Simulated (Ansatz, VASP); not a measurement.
## Al2O3 in VASP and in Ansatz

```
Al O
1.0
     2.88833    0.00000    0.00000
    -1.44416    2.50136    0.00000
     0.00000    0.00000    7.54743
Al O
2 3
Direct
  0.33333 0.66667 0.18237
  0.66667 0.33333 0.81763
  0.00000 0.00000 0.00000
  0.33333 0.66667 0.72744
  0.66667 0.33333 0.27256
```

Alike in both runs: functional PBE; k mesh 12 × 12 × 4; occupations gaussian, width 0.02 eV; no spin polarisation.

Ansatz relaxed the structure, and its values are those at the end. VASP's run is a single point on that final structure, the one shown.

|  | VASP | Ansatz |
| --- | --- | --- |
| version | VASP 6.6.1 | Ansatz 0.2.0 |
| potentials or method | VASP PAW PBE potentials, release 64 (Al, O), cutoff 520 eV | scalar-relativistic, plane waves, PAW |
| valence electrons in the cell | 24 | 24 |

|  | VASP | Ansatz | Ansatz less VASP |
| --- | --- | --- | --- |
| gap on the k mesh at the Fermi level (eV) | 4.73 | 4.75 | +0.020 |
| least direct gap on the mesh (eV) | 4.88 | 4.90 | +0.018 |
| pressure (GPa) | 0.0 | 0.0 | -0.01 |
| rms of the force components (eV/Å) | 0.018 | 0.000 | -0.0181 |
